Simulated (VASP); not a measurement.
# H4C in VASP: a series of runs

H4C is run at these levels: PBE+D3(BJ); tasks: single point.

Program: VASP 6.6.1. These are calculated values, not measurements. Logs are shortened: lines on timing, memory, paths and dates and some standing lists are left out, and cuts for length are marked.

## (1) The cell of the first run

The cell holds an amorphous packing of atoms, 30 atoms: a = 7.230 Å, b = 7.230 Å, c = 7.230 Å, α = 90.00°, β = 90.00°, γ = 90.00°.

## (2) Single point, PBE+D3(BJ)

File INCAR:

```
ALGO = Normal
EDIFF = 1E-6
ENCUT = 520
GGA = PE
GGA_COMPAT = False
ISIF = 2
ISMEAR = -1
IVDW = 12
LASPH = True
LCHARG = False
LREAL = False
LWAVE = False
NBANDS = 45
NELM = 120
PREC = Accurate
SIGMA = 0.05
```

File KPOINTS:

```
k-points
0
Gamma
  1 1 1
```

File POSCAR:

```
H4C
1.0
    7.2304270000      0.0000000000      0.0000000000
    0.0000000000      7.2304270000      0.0000000000
    0.0000000000      0.0000000000      7.2304270000
C H
6 24
Direct
    0.5315038794      0.1265485427      0.6568491736
    0.7618360575      0.8940274205      0.1329105459
    0.4930690815      0.6123981336      0.8068126544
    1.0622055931      0.2287555078     -0.1153735457
    0.3146425515      0.6233380131      0.2867188895
    0.8084723074      0.4005987475      0.2182996938
    0.6145695130      0.1659514715      0.5228736837
    0.4388675800      0.0081322998      0.6074883268
    0.4859049127      0.2563195784      0.7305792590
    0.6270307411      0.0420722040      0.7512004478
    0.7588210212      0.9683245540      0.2663881400
    0.6248731921      0.8188313083      0.1166182855
    0.8744435149      0.7820285026      0.1449983521
    0.7759431082      1.0046432942      0.0339537347
    0.6239880439      0.5471461091      0.8434080034
    0.3710016020      0.5239386277      0.8134789273
    0.5133445093      0.6438900496      0.6620217589
    0.4624208224      0.7400116203      0.8939029465
    1.1406518592      0.3583190868     -0.0854168087
    0.9206233601      0.2451999031     -0.1755221372
    1.0693974229      0.1412226415      0.0104281531
    1.1315099371      0.1589532679     -0.2240116663
    0.1850098203      0.5646692789      0.3484718122
    0.4427401037      0.5472567526      0.3252366700
    0.3203545240      0.7703417793      0.3344754051
    0.2923893706      0.6428942578      0.1365341217
    0.8034933483      0.2590303450      0.2733033609
    0.7031673233      0.4485903806      0.1302136098
    0.9531940506      0.4140557674      0.1779286341
    0.8203526569      0.4711201704      0.3519985749
```

Potentials or basis: VASP PAW PBE potentials, release 64 (C, H).

Command:

```bash
> cat potpaw_PBE.64/C/POTCAR potpaw_PBE.64/H/POTCAR > POTCAR
> mpirun -np 1 vasp_gam > vasp.out
```

OUTCAR:

```text
EDIFF = 1E-6
   ENCUT = 520
   GGA = PE
   ISIF = 2
   ISMEAR = -1
   IVDW = 12
   LASPH = True
   LREAL = False
   NELM = 120
   PREC = Accurate
 IVDW          = 12

 ion  position               nearest neighbor table
   1  0.532  0.127  0.657-   9 1.13   8 1.14  10 1.15   7 1.17
   2  0.762  0.894  0.133-  14 1.08  11 1.10  12 1.14  13 1.15
   3  0.493  0.612  0.807-  17 1.08  15 1.09  16 1.09  18 1.14
   4  0.062  0.229  0.885-  22 1.06  21 1.11  19 1.12  20 1.12
   5  0.315  0.623  0.287-  26 1.11  24 1.11  25 1.12  23 1.12
   6  0.808  0.401  0.218-  28 1.05  29 1.09  30 1.10  27 1.10
   7  0.615  0.166  0.523-   1 1.17
   8  0.439  0.008  0.607-   1 1.14
   9  0.486  0.256  0.731-   1 1.13
  10  0.627  0.042  0.751-   1 1.15
  11  0.759  0.968  0.266-   2 1.10
  12  0.625  0.819  0.117-   2 1.14
[... 16 lines left out ...]
  29  0.953  0.414  0.178-   6 1.09
  30  0.820  0.471  0.352-   6 1.10

  LATTYP: Found a simple cubic cell.
 ALAT       =     7.2304270000

  Lattice vectors:

 A1 = (   7.2304270000,   0.0000000000,   0.0000000000)
 A2 = (   0.0000000000,   7.2304270000,   0.0000000000)
 A3 = (   0.0000000000,   0.0000000000,   7.2304270000)

Analysis of symmetry for initial positions (statically):
=====================================================================
 Subroutine PRICEL returns:
 Original cell was already a primitive cell.

 Routine SETGRP: Setting up the symmetry group for a
 simple cubic supercell.

 Subroutine GETGRP returns: Found  1 space group operations
 (whereof  1 operations were pure point group operations)
 out of a pool of 48 trial point group operations.

The static configuration has the point symmetry C_1 .

Analysis of symmetry for dynamics (positions and initial velocities):
=====================================================================
 Subroutine PRICEL returns:
 Original cell was already a primitive cell.

 Routine SETGRP: Setting up the symmetry group for a
 simple cubic supercell.

 Subroutine GETGRP returns: Found  1 space group operations
 (whereof  1 operations were pure point group operations)
 out of a pool of 48 trial point group operations.

The dynamic configuration has the point symmetry C_1 .

 Subroutine INISYM returns: Found  1 space group operations
 (whereof  1 operations are pure point group operations),
 and found     1 'primitive' translations

----------------------------------------------------------------------------------------

                                     Primitive cell

  volume of cell :     378.0000

  direct lattice vectors                    reciprocal lattice vectors
     7.230427000  0.000000000  0.000000000     0.138304418  0.000000000  0.000000000
     0.000000000  7.230427000  0.000000000     0.000000000  0.138304418  0.000000000
     0.000000000  0.000000000  7.230427000     0.000000000  0.000000000  0.138304418

  length of vectors
     7.230427000  7.230427000  7.230427000     0.138304418  0.138304418  0.138304418

  position of ions in fractional coordinates (direct lattice)
     0.531503879  0.126548543  0.656849174
     0.761836057  0.894027421  0.132910546
     0.493069082  0.612398134  0.806812654
     0.062205593  0.228755508  0.884626454
     0.314642552  0.623338013  0.286718890
     0.808472307  0.400598747  0.218299694
[... 22 lines left out ...]
     0.953194051  0.414055767  0.177928634
     0.820352657  0.471120170  0.351998575

  ion indices of the primitive-cell ions
   primitive index   ion index
                 1           1
                 2           2
                 3           3
                 4           4
                 5           5
                 6           6
[... 22 lines left out ...]
                29          29
                30          30

----------------------------------------------------------------------------------------

 KPOINTS: k-points

Automatic generation of k-mesh.
 Grid dimensions read from file:
 generate k-points for:    1    1    1

 Generating k-lattice:

  Cartesian coordinates                     Fractional coordinates (reciprocal lattice)
     0.138304418  0.000000000  0.000000000     1.000000000  0.000000000  0.000000000
     0.000000000  0.138304418  0.000000000     0.000000000  1.000000000  0.000000000
     0.000000000  0.000000000  0.138304418     0.000000000  0.000000000  1.000000000

  Length of vectors
     0.138304418  0.138304418  0.138304418

  Shift w.r.t. Gamma in fractional coordinates (k-lattice)
     0.000000000  0.000000000  0.000000000

 Subroutine IBZKPT returns following result:
 ===========================================

 Found      1 irreducible k-points:

 Following reciprocal coordinates:
            Coordinates               Weight
  0.000000  0.000000  0.000000      1.000000
   k-points           NKPTS =      1   k-points in BZ     NKDIM =      1   number of bands    NBANDS=     45
   number of dos      NEDOS =    301   number of ions     NIONS =     30
   total plane-waves  NPLWV = 157464
   dimension x,y,z NGX =    54 NGY =   54 NGZ =   54
   dimension x,y,z NGXF=   108 NGYF=  108 NGZF=  108
   ions per type =               6  24
   NGX,Y,Z   is equivalent  to a cutoff of  12.42, 12.42, 12.42 a.u.
   NGXF,Y,Z  is equivalent  to a cutoff of  24.83, 24.83, 24.83 a.u.
 SYSTEM =  unknown system
   PREC   = accura    normal or accurate (medium, high low for compatibility)
   ISTART =      0    job   : 0-new  1-cont  2-samecut
   ICHARG =      2    charge: 1-file 2-atom 10-const
   ISPIN  =      1    spin polarized calculation?
   LNONCOLLINEAR =      F non collinear calculations
   LSORBIT =      F    spin-orbit coupling
   LASPH  =      T    aspherical Exc in radial PAW
   ENCUT  =  520.0 eV  38.22 Ry    6.18 a.u.  13.44 13.44 13.44*2*pi/ulx,y,z
   NELM   =    120;   NELMIN=  2; NELMDL= -5     # of ELM steps
   EDIFF  = 0.1E-05   stopping-criterion for ELM
   LREAL  =      F    real-space projection
   EDIFFG = 0.1E-04   stopping-criterion for IOM
   NSW    =      0    number of steps for IOM
   IBRION =     -1    ionic relax: 0-MD 1-quasi-New 2-CG
   NFREE  =      0    steps in history (QN), initial steepest desc. (CG)
   ISIF   =      2    stress and relaxation
   ISYM   =      2    0-nonsym 1-usesym 2-fastsym
   POTIM  = 0.5000    time-step for ionic-motion
   TEBEG  =    0.0;   TEEND  =   0.0 temperature during run
   PSTRESS=    0.0 pullay stress
   NELECT =      48.0000    total number of electrons
   NUPDOWN=      -1.0000    fix difference up-down
   EMIN   =  10.00;   EMAX   =-10.00  energy-range for DOS
   EFERMI =   0.00;   METHOD = LEGACY
   ISMEAR =    -1;   SIGMA  =   0.05  broadening in eV -4-tet -1-fermi 0-gaus
   EFERMI_NEDOS =   21; number of points for ismear=-14 and -15
   IALGO  =     38    algorithm
   IMIX   =      4    mixing-type and parameters
     AMIX     =   0.40;   BMIX     =  1.00
     AMIX_MAG =   1.60;   BMIX_MAG =  1.00
  volume/ion in A,a.u.               =      12.60        85.03
  Fermi-wavevector in a.u.,A,eV,Ry     =   0.822857  1.554975  9.212429  0.677094
  Thomas-Fermi vector in A             =   1.934266
   LORBIT       =      0    0 simple, 1 ext, 2 COOP (PROOUT), +10 PAW based schemes
   GGA     = PE    functional components
   LHFCALC =     F    Hartree Fock is set to
   AEXX    =    0.0000 exact exchange contribution
   IVDW    =    12    specifies the selected vdW correction
   LEPSILON=     F    determine dielectric tensor
   LRPA    =     F    only Hartree local field effects (RPA)
 non-spin polarized calculation
  energy-cutoff  :      520.00
  volume of cell :      378.00
 maximum number of plane-waves:      5066
 NGX is ok and might be reduce to    54
   NGX = 27   NGY = 27   NGZ = 27

 number of electron      48.0000002 magnetization

 Free energy of the ion-electron system (eV)
  ---------------------------------------------------
  ext. energy  EPLUGINS =         0.00000000
  ---------------------------------------------------
  free energy    TOTEN  =      -142.74627185 eV

  energy without entropy =     -142.74627185  energy(sigma->0) =     -142.74627185

 E-fermi :  -4.9289     XC(G=0):  -5.4841

 val. band max:       -6.1335290962   @ k =   0.0000   0.0000   0.0000
 cond. band min:       0.5452881489   @ k =   0.0000   0.0000   0.0000
 fundamental gap:      6.6788172451
 Fermi energy:        -4.9288584473

 k-point     1 :       0.0000    0.0000    0.0000
  band No.  band energies     occupation
      1     -15.3348      2.00000
      2     -15.0709      2.00000
      3     -14.8729      2.00000
      4     -14.7894      2.00000
      5     -14.6653      2.00000
      6     -14.5002      2.00000
[... 28 lines left out ...]
     35       4.0295      0.00000
     36       4.4953      0.00000
 [bands above 36 left out]

------------------------ aborting loop because EDIFF is reached ----------------------------------------

 Edisp (eV)   -0.80756

 E8    (eV) :    -0.1700

  FORCE on cell =-STRESS in cart. coord.  units (eV):
  Direction    XX          YY          ZZ          XY          YZ          ZX
  --------------------------------------------------------------------------------------
  -------------------------------------------------------------------------------------
  Total      -3.67929    -4.40041    -1.26858     0.33630     0.16350    -2.04164
  in kB     -15.59491   -18.65140    -5.37696     1.42542     0.69299    -8.65361
  external pressure =      -13.21 kB  Pullay stress =        0.00 kB

 VOLUME and BASIS-vectors are now :
 -----------------------------------------------------------------------------
  energy-cutoff  :      520.00
  volume of cell :      378.00
      direct lattice vectors                 reciprocal lattice vectors
     7.230427000  0.000000000  0.000000000     0.138304418  0.000000000  0.000000000
     0.000000000  7.230427000  0.000000000     0.000000000  0.138304418  0.000000000
     0.000000000  0.000000000  7.230427000     0.000000000  0.000000000  0.138304418

 POSITION                                       TOTAL-FORCE (eV/Angst)
 -----------------------------------------------------------------------------------
      3.84300      0.91500      4.74930         1.761860     -1.263949     -1.086504
      5.50840      6.46420      0.96100        -0.412562     -1.632422      1.319650
      3.56510      4.42790      5.83360        -0.343582      1.059336      0.412605
      0.44977      1.65400      6.39623        -0.270262      0.384397      0.476871
      2.27500      4.50700      2.07310        -0.798767      0.950370      0.168155
      5.84560      2.89650      1.57840         2.313513     -0.936505      2.761130
[... 22 lines left out ...]
      6.89200      2.99380      1.28650        -0.155478      0.142889     -1.007048
      5.93150      3.40640      2.54510        -0.768744      0.761576      0.078615
 -----------------------------------------------------------------------------------
    total drift:                               -0.000631      0.000104     -0.000257

  FREE ENERGIE OF THE ION-ELECTRON SYSTEM (eV)
  ---------------------------------------------------
  free  energy   TOTEN  =      -143.5538299027 eV

  energy  without entropy=     -143.5538299026  energy(sigma->0) =     -143.55382990
```

Run time: 45 s. Hardware: 1 thread of AMD EPYC 7R43 (Zen 3), shared host; peak memory 0.32 GiB.

What came out:

```
Free energy                : -143.5538 eV
Pressure                   : -1.3 GPa
Largest force              : 3.722 eV/Å
Band gap on the k mesh     : 6.68 eV
Dispersion energy per atom : -0.027 eV
```

Forces on the atoms (eV/Å):
```
C    1.762 -1.264 -1.087
C   -0.413 -1.632  1.320
C   -0.344  1.059  0.413
C   -0.270  0.384  0.477
C   -0.799  0.950  0.168
C    2.314 -0.937  2.761
H   -0.854 -0.291  1.768
H   -0.135  1.678  0.582
H   -0.299 -1.295 -0.695
H   -0.435  1.080 -0.722
H   -0.102 -0.367  0.028
H    1.054  0.697  0.076
H   -0.896  1.410 -0.617
H    0.370 -0.167 -0.761
H   -0.137 -0.245  0.625
H    0.146 -0.367  0.240
H   -0.159  0.591 -0.488
H    0.513 -0.984 -0.921
H   -0.726 -0.323 -0.256
H    0.453  0.368  0.914
H   -0.371  0.246 -0.441
H    1.019 -0.716 -0.853
H    0.836  0.034 -0.253
H   -0.634  0.266 -0.284
H    0.244 -0.602  0.214
H    0.226 -0.618  0.284
H   -0.618 -0.130 -0.732
H   -0.823  0.269 -0.833
H   -0.155  0.143 -1.007
H   -0.769  0.762  0.079
```

Stress tensor (GPa, compression positive):
```
-1.56  0.14 -0.87
 0.14 -1.87  0.07
-0.87  0.07 -0.54
```

Levels at points of the mesh, in eV from the valence-band top:
```tsv
k point	band 21	band 22	band 23	band 24	band 25	band 26	band 27	band 28
(0.00, 0.00, 0.00)	-0.47	-0.35	-0.25	0.00	6.68	8.65	9.09	9.20
```

Caveat: the k points lie up to 0.87 Å⁻¹ apart.

## (3) Single point, PBE+D3(BJ)

File INCAR:

```
PREC = Accurate
ENCUT = 520
EDIFF = 1E-6
ISMEAR = -1
SIGMA = 0.05
LREAL = False
LASPH = True
NELM = 120
ALGO = Normal
ISIF = 2
LWAVE = False
LCHARG = False
GGA = PE
IVDW = 12
NBANDS = 45
GGA_COMPAT = False
```

File KPOINTS:

```
Automatic mesh
0
Gamma
  1 1 1
```

File POSCAR:

```
H4C
1.0
    7.2304270000      0.0000000000      0.0000000000
    0.0000000000      7.2304270000      0.0000000000
    0.0000000000      0.0000000000      7.2304270000
C H
6 24
Direct
    0.5211587089      0.1165353028      0.6603482754
    0.7022130228      0.8807363659      0.0936597520
    0.4951574783      0.6103650587      0.7777963874
    1.0370341890      0.2399858266     -0.1533934303
    0.2784759462      0.6483572824      0.3504910568
    0.8401855105      0.3681940223      0.2677711842
    0.6663091958      0.1192184085      0.6036434639
    0.4348290910      0.0449212751      0.5438544639
    0.4704009874      0.2483947352      0.6985756166
    0.5253769936      0.0554600717      0.7924981471
    0.7787921792      0.9250629320      0.2180784067
    0.5851659937      0.7977675454      0.1224823928
    0.7720152627      0.7978781889     -0.0038725237
    0.6532117674      0.9996090134      0.0224191462
    0.5796061560      0.5245748280      0.8612077821
    0.4072235291      0.5381424914      0.6724637425
    0.6113746809      0.6695316888      0.7010927570
    0.4303203670      0.7237746816      0.8523839602
    1.1233223155      0.3498825173     -0.0921660643
    0.8943731816      0.2810069170     -0.1597969249
    1.0549999329      0.1158576112     -0.0724991761
    1.0852747701      0.2216328303     -0.3027207107
    0.2464584733      0.5144232837      0.4303480279
    0.4140419369      0.7134986634      0.3491909952
    0.1861715774      0.7553772412      0.4138621412
    0.2233616355      0.6493807351      0.2068342575
    0.7966057883      0.2631241557      0.1669749242
    0.7226129245      0.4692668912      0.3021398321
    0.9590304971      0.4425326471      0.2093928892
    0.8892005963      0.2642029302      0.3763401525
```

Potentials or basis: VASP PAW PBE potentials, release 64 (C, H).

Command:

```bash
> cat potpaw_PBE.64/C/POTCAR potpaw_PBE.64/H/POTCAR > POTCAR
> mpirun -np 1 vasp_gam > vasp.out
```

OUTCAR:

```text
PREC = Accurate
   ENCUT = 520
   EDIFF = 1E-6
   ISMEAR = -1
   LREAL = False
   LASPH = True
   NELM = 120
   ISIF = 2
   GGA = PE
   IVDW = 12
 IVDW          = 12

 ion  position               nearest neighbor table
   1  0.521  0.117  0.660-  10 1.05   9 1.06   7 1.13   8 1.17
   2  0.702  0.881  0.094-  13 1.05  12 1.06  14 1.06  11 1.10
   3  0.495  0.610  0.778-  15 1.06  18 1.09  17 1.09  16 1.12
   4  0.037  0.240  0.847-  20 1.07  21 1.08  19 1.10  22 1.14
   5  0.278  0.648  0.350-  24 1.09  26 1.11  25 1.12  23 1.15
   6  0.840  0.368  0.268-  29 1.10  27 1.10  30 1.14  28 1.15
[... 297 lines left out ...]
  Total      -0.50808     0.74993    -1.19018    -0.64638    -2.33385    -0.92114
  in kB      -2.15353     3.17863    -5.04464    -2.73971    -9.89217    -3.90429
  external pressure =       -1.34 kB  Pullay stress =        0.00 kB

 VOLUME and BASIS-vectors are now :
 -----------------------------------------------------------------------------
  energy-cutoff  :      520.00
  volume of cell :      378.00
      direct lattice vectors                 reciprocal lattice vectors
     7.230427000  0.000000000  0.000000000     0.138304418  0.000000000  0.000000000
     0.000000000  7.230427000  0.000000000     0.000000000  0.138304418  0.000000000
     0.000000000  0.000000000  7.230427000     0.000000000  0.000000000  0.138304418

 POSITION                                       TOTAL-FORCE (eV/Angst)
 -----------------------------------------------------------------------------------
      3.76820      0.84260      4.77460         0.535444     -0.918907     -2.871836
      5.07730      6.36810      0.67720         0.136244      0.539919      0.847715
      3.58020      4.41320      5.62380         0.248022      0.518610     -1.650624
      0.26777      1.73520      6.12133         1.230148      0.480287     -1.562776
      2.01350      4.68790      2.53420        -2.095334      0.376760      0.237100
      6.07490      2.66220      1.93610        -0.294704     -0.779565      0.407815
[... 22 lines left out ...]
      6.93420      3.19970      1.51400        -0.114005     -0.034108      0.169740
      6.42930      1.91030      2.72110        -0.464865      1.576267     -0.080203
 -----------------------------------------------------------------------------------
    total drift:                               -0.000284     -0.000292      0.000019

  FREE ENERGIE OF THE ION-ELECTRON SYSTEM (eV)
  ---------------------------------------------------
  free  energy   TOTEN  =      -143.5956862605 eV

  energy  without entropy=     -143.5956862604  energy(sigma->0) =     -143.59568626
```

Run time: 39 s. Hardware: 1 thread of AMD EPYC 7R43 (Zen 3), shared host; peak memory 0.32 GiB.

Results:

```yaml
Free_energy: -143.5957 eV
Pressure: -0.1 GPa
Largest_force: 3.062 eV/Å
Band_gap_on_the_k_mesh: 6.67 eV
Dispersion_energy_per_atom: -0.026 eV
```

Forces in eV/Å, atoms in the order of the input:
```
C    0.535 -0.919 -2.872
C    0.136  0.540  0.848
C    0.248  0.519 -1.651
C    1.230  0.480 -1.563
C   -2.095  0.377  0.237
C   -0.295 -0.780  0.408
H   -0.799  0.346  0.445
H    0.694  0.728  1.850
H   -0.352  1.399 -0.599
H   -0.137 -1.616  0.925
H   -0.003 -0.443 -0.324
H   -1.129 -0.543  0.843
H    1.460 -0.602 -0.754
H   -0.292  1.034 -0.450
H   -0.161 -1.287  1.283
H    0.370  0.357  1.042
H   -0.144  0.604 -0.612
H   -0.303 -0.196  0.095
H   -0.237 -0.065 -0.071
H   -0.658  0.227  0.189
H   -0.003 -0.530  0.101
H   -0.253 -0.116  1.262
H    0.883  1.233 -1.065
H    0.439 -0.648  0.317
H    0.317 -0.374  0.109
H    0.350 -0.588  0.298
H   -0.380  0.571 -0.460
H    1.159 -1.251  0.079
H   -0.114 -0.034  0.170
H   -0.465  1.576 -0.080
```

Caveat: the k points lie up to 0.87 Å⁻¹ apart.

(Part 1 of 2 ends here.)
